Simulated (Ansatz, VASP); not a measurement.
**Two plane-wave programs on CuO**

The input INCAR:

```
ALGO = Normal ; EDIFF = 1E-8
ENCUT = 520 ; GGA = PE
ISIF = 2 ; ISMEAR = -1
LASPH = True ; LCHARG = False
LEFG = True ; LREAL = False
LWAVE = False ; NBANDS = 16
NELM = 60 ; PREC = Accurate
SIGMA = 0.05
```

File KPOINTS:

```
k-points
0
Gamma
  16 16 16
```

The input POSCAR:

```
CuO
1.0
    0.0000000000      2.2389537069      2.2389537069
    2.2389537069      0.0000000000      2.2389537069
    2.2389537069      2.2389537069      0.0000000000
Cu O
1 1
Direct
    0.0000000000      0.0000000000      0.0000000000
    0.2500000000      0.2500000000      0.2500000000
```

Input for Ansatz:

```yaml
crystal:
  lattice:
    - [0.0, 2.2389537069, 2.2389537069]
    - [2.2389537069, 0.0, 2.2389537069]
    - [2.2389537069, 2.2389537069, 0.0]
  atoms:
    - { symbol: Cu, position: [0.0, 0.0, 0.0] }
    - { symbol: O, position: [0.25, 0.25, 0.25] }
kpoints:
  mp_grid: { grid: [16, 16, 16] }
scf:
  occupations: { method: fermi_dirac, width: 0.05 }
hamiltonian:
  xc: pbe
  pseudopotentials: { kind: paw }
output:
  forces: true
  stress: true
  eigenvalues: true
  efg: { contact_densities: true }
```

Change from the starting cell: volume scaled by 0.97, PAW files.

Alike in both runs: task electric field gradients; functional PBE; k mesh 16 × 16 × 16; occupations fermi-dirac, width 0.05 eV; no spin polarisation.

|  | VASP | Ansatz |
| --- | --- | --- |
| version | VASP 6.6.1 | Ansatz 0.2.0 |
| potentials or method | VASP PAW PBE potentials, release 64 (Cu, O) | PAW with Ansatz's default frozen-core files, scalar-relativistic |
| plane-wave cutoff (eV) | 520 | 420 |
| valence electrons in the cell | 17 | 25 |

|  | VASP | Ansatz | Ansatz less VASP |
| --- | --- | --- | --- |
| pressure (GPa) | 5.3 | 4.5 | -0.75 |

VASP's potentials hold 17 valence electrons a cell and Ansatz's 25, so a difference there can come from the potentials and not from the codes.
